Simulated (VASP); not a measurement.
# NiO (F-43m) in VASP: notebook, part 2 of 2

VASP 6.6.1.

### Step 5. Single point, PBEsol, collinear spin, ferromagnetic start

Contents of INCAR:

```
SYSTEM = NiO
PREC     = Accurate       ! precision mode
ENCUT    = 520            ! plane-wave cutoff, eV
EDIFF    = 1E-7           ! SCF threshold, eV
ISMEAR   = 0              ! smearing method
SIGMA    = 0.05           ! smearing width, eV
LREAL    = .FALSE.        ! projectors in reciprocal space
LASPH    = .TRUE.         ! aspherical terms in the spheres
NELM     = 150            ! most SCF steps
ALGO     = Normal         ! electronic algorithm
ISIF     = 2              ! what is computed and relaxed
LWAVE    = .FALSE.        ! write WAVECAR
LCHARG   = .FALSE.        ! write CHGCAR
ISPIN    = 2              ! spin polarisation
MAGMOM   = 1.62 0         ! initial moments
LORBIT   = 11             ! projections on sites
LMAXMIX  = 4              ! l up to which the mixer works
GGA      = PS             ! functional
NBANDS   = 19             ! bands
```

Contents of KPOINTS:

```
Automatic mesh
0
G
  12 12 12
  0 0 0
```

Contents of POSCAR:

```
NiO
1.0
    0.0000000000      2.2409531277      2.2409531277
    2.2409531277      0.0000000000      2.2409531277
    2.2409531277      2.2409531277      0.0000000000
Ni O
1 1
Direct
    0.0000000000      0.0000000000      0.0000000000
    0.2500000000      0.2500000000      0.2500000000
```

Potentials or basis: VASP PAW PBE potentials, release 64 (Ni, O).

The run is started by

```bash
$ cat potpaw_PBE.64/Ni/POTCAR potpaw_PBE.64/O/POTCAR > POTCAR
$ mpirun -np 1 vasp_std > vasp.out
```

OUTCAR:

```text
SYSTEM = NiO
   PREC = Accurate
   ENCUT = 520
   EDIFF = 1E-7
   ISMEAR = 0
   LREAL = .FALSE.
   LASPH = .TRUE.
   NELM = 150
   ISIF = 2
   ISPIN = 2
   LORBIT = 11
   GGA = PS

 ion  position               nearest neighbor table
   1  0.000  0.000  0.000-   2 1.94   2 1.94   2 1.94   2 1.94
   2  0.250  0.250  0.250-   1 1.94   1 1.94   1 1.94   1 1.94

  LATTYP: Found a face centered cubic cell.
 ALAT       =     4.4819062554

  Lattice vectors:

 A1 = (   0.0000000000,   2.2409531277,   2.2409531277)
 A2 = (   2.2409531277,   0.0000000000,   2.2409531277)
 A3 = (   2.2409531277,   2.2409531277,   0.0000000000)

Analysis of symmetry for initial positions (statically):
=====================================================================
 Subroutine PRICEL returns:
 Original cell was already a primitive cell.

 Routine SETGRP: Setting up the symmetry group for a
 face centered cubic supercell.

 Subroutine GETGRP returns: Found 24 space group operations
 (whereof 24 operations were pure point group operations)
 out of a pool of 48 trial point group operations.

The static configuration has the point symmetry T_d .

Analysis of symmetry for dynamics (positions and initial velocities):
=====================================================================
 Subroutine PRICEL returns:
 Original cell was already a primitive cell.

 Routine SETGRP: Setting up the symmetry group for a
 face centered cubic supercell.

 Subroutine GETGRP returns: Found 24 space group operations
 (whereof 24 operations were pure point group operations)
 out of a pool of 48 trial point group operations.

The dynamic configuration has the point symmetry T_d .

Analysis of structural, dynamic, and magnetic symmetry:
=====================================================================
 Subroutine PRICEL returns:
 Original cell was already a primitive cell.

 Routine SETGRP: Setting up the symmetry group for a
 face centered cubic supercell.

 Subroutine GETGRP returns: Found 24 space group operations
 (whereof 24 operations were pure point group operations)
 out of a pool of 48 trial point group operations.

The overall configuration has the point symmetry T_d .

 Subroutine INISYM returns: Found 24 space group operations
 (whereof 24 operations are pure point group operations),
 and found     1 'primitive' translations

----------------------------------------------------------------------------------------

                                     Primitive cell

  volume of cell :      22.5076

  direct lattice vectors                    reciprocal lattice vectors
     0.000000000  2.240953128  2.240953128    -0.223119348  0.223119348  0.223119348
     2.240953128  0.000000000  2.240953128     0.223119348 -0.223119348  0.223119348
     2.240953128  2.240953128  0.000000000     0.223119348  0.223119348 -0.223119348

  length of vectors
     3.169186306  3.169186306  3.169186306     0.386454046  0.386454046  0.386454046

  position of ions in fractional coordinates (direct lattice)
     0.000000000  0.000000000  0.000000000
     0.250000000  0.250000000  0.250000000

  ion indices of the primitive-cell ions
   primitive index   ion index
                 1           1
                 2           2

----------------------------------------------------------------------------------------
[... 59 lines left out ...]
   NGXF,Y,Z  is equivalent  to a cutoff of  25.18, 25.18, 25.18 a.u.
 SYSTEM =  NiO
   PREC   = accura    normal or accurate (medium, high low for compatibility)
   ISTART =      0    job   : 0-new  1-cont  2-samecut
   ICHARG =      2    charge: 1-file 2-atom 10-const
   ISPIN  =      2    spin polarized calculation?
   LNONCOLLINEAR =      F non collinear calculations
   LSORBIT =      F    spin-orbit coupling
   LASPH  =      T    aspherical Exc in radial PAW
   ENCUT  =  520.0 eV  38.22 Ry    6.18 a.u.   5.89  5.89  5.89*2*pi/ulx,y,z
   NELM   =    150;   NELMIN=  2; NELMDL= -5     # of ELM steps
   EDIFF  = 0.1E-06   stopping-criterion for ELM
   LREAL  =      F    real-space projection
   EDIFFG = 0.1E-05   stopping-criterion for IOM
   NSW    =      0    number of steps for IOM
   IBRION =     -1    ionic relax: 0-MD 1-quasi-New 2-CG
   NFREE  =      0    steps in history (QN), initial steepest desc. (CG)
   ISIF   =      2    stress and relaxation
   ISYM   =      2    0-nonsym 1-usesym 2-fastsym
   POTIM  = 0.5000    time-step for ionic-motion
   TEBEG  =    0.0;   TEEND  =   0.0 temperature during run
   PSTRESS=    0.0 pullay stress
   NELECT =      16.0000    total number of electrons
   NUPDOWN=      -1.0000    fix difference up-down
   EMIN   =  10.00;   EMAX   =-10.00  energy-range for DOS
   EFERMI =   0.00;   METHOD = LEGACY
   ISMEAR =     0;   SIGMA  =   0.05  broadening in eV -4-tet -1-fermi 0-gaus
   EFERMI_NEDOS =   21; number of points for ismear=-14 and -15
   IALGO  =     38    algorithm
   IMIX   =      4    mixing-type and parameters
     AMIX     =   0.40;   BMIX     =  1.00
     AMIX_MAG =   1.60;   BMIX_MAG =  1.00
  volume/ion in A,a.u.               =      11.25        75.94
  Fermi-wavevector in a.u.,A,eV,Ry     =   1.461073  2.761028 29.044842  2.134736
  Thomas-Fermi vector in A             =   2.577448
   LORBIT       =     11    0 simple, 1 ext, 2 COOP (PROOUT), +10 PAW based schemes
   GGA     = PS    functional components
   LHFCALC =     F    Hartree Fock is set to
   AEXX    =    0.0000 exact exchange contribution
   IVDW    =     0    specifies the selected vdW correction
   LEPSILON=     F    determine dielectric tensor
   LRPA    =     F    only Hartree local field effects (RPA)
 spin polarized calculation
 Gauss-broadening in eV      SIGMA  =   0.05
  energy-cutoff  :      520.00
  volume of cell :       22.51
 maximum number of plane-waves:       620
   NGX = 11   NGY = 11   NGZ = 11

 number of electron      16.0000007 magnetization       1.8248796

 Free energy of the ion-electron system (eV)
  ---------------------------------------------------
  ext. energy  EPLUGINS =         0.00000000
  ---------------------------------------------------
  free energy    TOTEN  =       -12.46831374 eV

  energy without entropy =      -12.46607737  energy(sigma->0) =      -12.46719555

 E-fermi :   5.3789     XC(G=0): -11.5062

 val. band max:        5.3683481167   @ k =  -0.4167   0.3333   0.0833
 cond. band min:       5.3811628034   @ k =  -0.1667   0.1667   0.0000
 fundamental gap:      0.0128146867
 Fermi energy:         5.3789387762

 spin component 1

 k-point     1 :       0.0000    0.0000    0.0000
  band No.  band energies     occupation
      1     -14.4875      1.00000
      2      -0.5677      1.00000
      3      -0.5677      1.00000
      4      -0.5677      1.00000
      5       3.0325      1.00000
      6       3.0325      1.00000
[... 517 lines left out ...]
     18      32.2612      0.00000
     19      32.7669      0.00000

 [... further k-points ...]

 spin component 2

 k-point     1 :       0.0000    0.0000    0.0000
  band No.  band energies     occupation
      1     -13.9126      1.00000
      2       0.3675      1.00000
      3       0.3675      1.00000
      4       0.3675      1.00000
      5       4.1323      1.00000
      6       4.1323      1.00000
[... 517 lines left out ...]
     18      32.5270      0.00000
     19      33.0973      0.00000

 [... further k-points ...]
[... 5 lines left out ...]
  --------------------------------------------------------------------------------------
  -------------------------------------------------------------------------------------
  Total       -1.1328680     -1.1328680     -1.1328680      0.0000000     -0.0000000      0.0000000
  in kB      -80.6420516    -80.6420516    -80.6420516      0.0000000     -0.0000000      0.0000000
  external PRESSURE =     -80.6420516 kB  Pullay stress =       0.0000000 kB

 VOLUME and BASIS-vectors are now :
 -----------------------------------------------------------------------------
  energy-cutoff  :      520.00
  volume of cell :       22.51
      direct lattice vectors                 reciprocal lattice vectors
     0.000000000  2.240953128  2.240953128    -0.223119348  0.223119348  0.223119348
     2.240953128  0.000000000  2.240953128     0.223119348 -0.223119348  0.223119348
     2.240953128  2.240953128  0.000000000     0.223119348  0.223119348 -0.223119348

 POSITION                                       TOTAL-FORCE (eV/Angst)
 -----------------------------------------------------------------------------------
      0.00000      0.00000      0.00000         0.000000      0.000000      0.000000
      1.12048      1.12048      1.12048        -0.000000     -0.000000     -0.000000
 -----------------------------------------------------------------------------------
    total drift:                                0.000000      0.000000      0.000000

  FREE ENERGIE OF THE ION-ELECTRON SYSTEM (eV)
  ---------------------------------------------------
  free  energy   TOTEN  =       -12.4683137399 eV

  energy  without entropy=      -12.4660773696  energy(sigma->0) =      -12.46719555

 total charge

# of ion       s       p       d       tot
------------------------------------------
    1        0.383   0.483   8.249   9.115
    2        1.552   3.390   0.000   4.942
--------------------------------------------------
tot          1.934   3.873   8.249  14.057

 magnetization (x)

# of ion       s       p       d       tot
------------------------------------------
    1        0.004   0.038   1.386   1.428
    2        0.016   0.327   0.000   0.343
--------------------------------------------------
tot          0.019   0.366   1.386   1.771
```

Run time: 68 s. Hardware: 1 thread of AMD EPYC 7R43 (Zen 3), shared host; peak memory 0.14 GiB.

What came out:

```yaml
Free_energy: -12.4683 eV
Pressure: -8.1 GPa
Net_moment: 1.82 μB per cell
Site_moments: Ni +1.43; O +0.34 μB
Valence_electrons_inside_the_program's_atomic_spheres: Ni 9.12; O 4.94
```

Levels at points of the mesh, in eV from the Fermi level:
Spin up:
```
           k point  band 7  band 8  band 9  band 10  band 11  band 12
(0.00, 0.00, 0.00)    0.27    0.27    0.27     0.39    14.19    14.19
(0.50, 0.00, 0.00)   -2.27   -0.56   -0.56     5.79     7.26    13.71
(0.50, 0.50, 0.00)   -1.74   -1.74   -1.69     5.34     9.94    11.03
```
Spin down:
```csv
k point,band 3,band 4,band 5,band 6,band 7,band 8,band 9,band 10,band 11,band 12
"(0.00, 0.00, 0.00)",-5.01,-5.01,-1.25,-1.25,0.68,1.74,1.74,1.74,14.44,14.44
"(0.50, 0.00, 0.00)",-4.76,-4.76,-1.06,-1.06,-0.78,0.84,0.84,6.08,7.75,14.03
"(0.50, 0.50, 0.00)",-4.42,-4.42,-1.57,-0.93,-0.65,-0.13,-0.13,5.80,10.53,11.28
```

Caveat: the PAW data sets were made with another functional, which shifts forces and pressure a little; a cell with one magnetic atom can't hold antiferromagnetic order, which such compounds often take; semilocal functionals often make such compounds metallic where correlation or magnetic order opens a gap, which also shifts bond lengths.
